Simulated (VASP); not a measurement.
A run of VASP 6.6.1 is set up as follows.

The input INCAR:

```
SYSTEM = Hf
PREC     = Accurate       ! precision mode
ENCUT    = 520            ! plane-wave cutoff, eV
EDIFF    = 1E-6           ! SCF threshold, eV
ISMEAR   = 0              ! smearing method
SIGMA    = 0.1            ! smearing width, eV
LREAL    = .FALSE.        ! projectors in reciprocal space
LASPH    = .TRUE.         ! aspherical terms in the spheres
NELM     = 100            ! most SCF steps
ALGO     = Fast           ! electronic algorithm
ISIF     = 2              ! what is computed and relaxed
LWAVE    = .FALSE.        ! write WAVECAR
LCHARG   = .FALSE.        ! write CHGCAR
GGA      = PE             ! functional
NBANDS   = 11             ! bands
```

KPOINTS

```
regular mesh
0
G
  16 16 16
  0 0 0
```

The input POSCAR:

```
Hf
1.0
   -1.7361328214      1.7361328214      1.7361328214
    1.7361328214     -1.7361328214      1.7361328214
    1.7361328214      1.7361328214     -1.7361328214
Hf
1
Direct
    0.0000000000      0.0000000000      0.0000000000
```

Potentials or basis: VASP PAW PBE potentials, release 64 (Hf_pv).

Command:

```sh
$ cat potpaw_PBE.64/Hf_pv/POTCAR > POTCAR
$ mpirun -np 1 vasp_std > vasp.out
```

(1) Estimate the pressure.

(2) Estimate the band gap on the k mesh.

## Answers

(1) 6.6 GPa.

(2) zero (band 5 reaches 6.61 eV, above the bottom of band 6 at 4.23 eV).

Caveat: spin-orbit coupling is left out, which moves the levels of the heavy elements.
